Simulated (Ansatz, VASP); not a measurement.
## One calculation of Na, two programs

The input INCAR:

```
ALGO     = Normal         # electronic algorithm
EDIFF    = 1E-6           # SCF threshold, eV
ENCUT    = 520            # plane-wave cutoff, eV
ISIF     = 2              # what is computed and relaxed
ISMEAR   = -1             # smearing method
LASPH    = True           # aspherical terms in the spheres
LCHARG   = True           # write CHGCAR
LELF     = True           # ELF
LREAL    = False          # projectors in reciprocal space
LVHAR    = True         
LWAVE    = False          # write WAVECAR
NBANDS   = 10             # bands
NELM     = 80             # most SCF steps
PREC     = Accurate       # precision mode
SIGMA    = 0.1            # smearing width, eV
```

File KPOINTS:

```
k-points
0
Gamma
  5 5 5
```

The input POSCAR:

```
Na
1.0
    7.0233430000      0.0000000000      0.0000000000
    0.0000000000      7.0233430000      0.0000000000
    0.0000000000      0.0000000000      7.0233430000
Na
1
Direct
    0.0000000000      0.0000000000      0.0000000000
```

Input for Ansatz:

```yaml
crystal:
  lattice:
    - [7.023343, 0.0, 0.0]
    - [0.0, 7.023343, 0.0]
    - [0.0, 0.0, 7.023343]
  atoms:
    - { symbol: Na, position: [0.0, 0.0, 0.0] }
basis:
  ecutwfc: 450.0
kpoints:
  mp_grid:
    grid: [5, 5, 5]
hamiltonian:
  xc: lda
  pseudopotentials:
    kind: paw
scf:
  occupations:
    method: fermi_dirac
output:
  forces: true
  stress: true
```

Alike in both runs: task single point; functional LDA; k mesh 5 × 5 × 5; no spin polarisation.

|  | VASP | Ansatz |
| --- | --- | --- |
| version | VASP 6.6.1 | Ansatz 0.2.0 |
| potentials or method | VASP PAW LDA potentials, release 64 (Na_pv), cutoff 520 eV | plane waves, PAW |
| occupations | fermi-dirac, width 0.1 eV | fermi-dirac |
| valence electrons in the cell | 7 | 9 |

|  | VASP | Ansatz | Ansatz less VASP |
| --- | --- | --- | --- |
| pressure (GPa) | -0.1 | -0.1 | 0.00 |

LDA's correlation is that of Perdew and Zunger in VASP and of Perdew and Wang (1992) in Ansatz. VASP's potentials hold 7 valence electrons a cell and Ansatz's 9, so a difference there can come from the potentials and not from the codes.
